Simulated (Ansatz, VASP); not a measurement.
## One calculation of Pt, two programs

The input POSCAR:

```
Pt
1.0
    2.7606656158      0.0000000000      0.0000000000
   -1.3803328079      2.3908065546      0.0000000000
    0.0000000000      0.0000000000      4.9119373500
Pt
2
Direct
    0.6666666667      0.3333333333      0.7500000000
    0.3333333333      0.6666666667      0.2500000000
```

The input INCAR.step1:

```
ALGO     = Normal         # electronic algorithm
EDIFF    = 1E-4           # SCF threshold, eV
ENCUT    = 520            # plane-wave cutoff, eV
GGA      = PE             # functional
ISMEAR   = 0              # smearing method
LASPH    = T              # aspherical terms in the spheres
LCHARG   = F              # write CHGCAR
LREAL    = F              # projectors in reciprocal space
LWAVE    = T              # write WAVECAR
NBANDS   = 17             # bands
NELM     = 100            # most SCF steps
PREC     = Accurate       # precision mode
SIGMA    = 0.15           # smearing width, eV
```

The input INCAR.step2:

```
ALGO     = Normal         # electronic algorithm
EDIFF    = 1E-6           # SCF threshold, eV
ENCUT    = 520            # plane-wave cutoff, eV
ISIF     = 2              # what is computed and relaxed
ISMEAR   = 0              # smearing method
ISTART   = 1            
LASPH    = T              # aspherical terms in the spheres
LCHARG   = T              # write CHGCAR
LELF     = T              # ELF
LMIXTAU  = T            
LREAL    = F              # projectors in reciprocal space
LVHAR    = T            
LWAVE    = F              # write WAVECAR
METAGGA  = R2SCAN         # meta-GGA
NBANDS   = 17             # bands
NELM     = 100            # most SCF steps
PREC     = Accurate       # precision mode
SIGMA    = 0.15           # smearing width, eV
```

The input KPOINTS:

```
k-points
0
Gamma
  18 18 10
```

Input for Ansatz:

```yaml
crystal:
  lattice:
    - [2.7606656158, 0.0, 0.0]
    - [-1.3803328079, 2.3908065546, 0.0]
    - [0.0, 0.0, 4.91193735]
  atoms:
    - { symbol: Pt, position: [0.6666666667, 0.3333333333, 0.75] }
    - { symbol: Pt, position: [0.3333333333, 0.6666666667, 0.25] }
basis:
  ecutwfc: 500
kpoints:
  mp_grid: { grid: [18, 18, 10] }
hamiltonian:
  xc: r2scan
scf:
  occupations: { method: gaussian, width: 0.15 }
output:
  forces: true
  stress: true
  eigenvalues: true
```

Change from the starting cell: strain +0.000 along x and y, +0.025 along z, atoms carried along.

Alike in both runs: task single point; functional r2SCAN; k mesh 18 × 18 × 10; occupations gaussian, width 0.15 eV; no spin polarisation.

```csv
,VASP,Ansatz
version,VASP 6.6.1,Ansatz 0.2.0
potentials or method,"VASP PAW PBE potentials, release 64 (Pt), cutoff 520 eV","scalar-relativistic, plane waves, PAW"
valence electrons in the cell,20,36
```

Ansatz gave:

```
gap on the k mesh at the Fermi level (eV)                     : none
pressure (GPa)                                                : -11.0
traceless stress, the component that is largest in VASP (GPa) : -1.14
```

Task: What did VASP give for the same quantities?

Result: gap on the k mesh at the Fermi level (eV): none; pressure (GPa): -10.6; traceless stress, the component that is largest in VASP (GPa): -1.40.

VASP's potentials were made for PBE, not for r2SCAN. A gap of «none» marks a metal or a gap that the smearing closes. With one functional, cell and mesh, what is left measures potentials, basis and numerics. VASP's potentials hold 20 valence electrons a cell and Ansatz's 36, so a difference there can come from the potentials and not from the codes.

Spin-orbit coupling is off throughout.
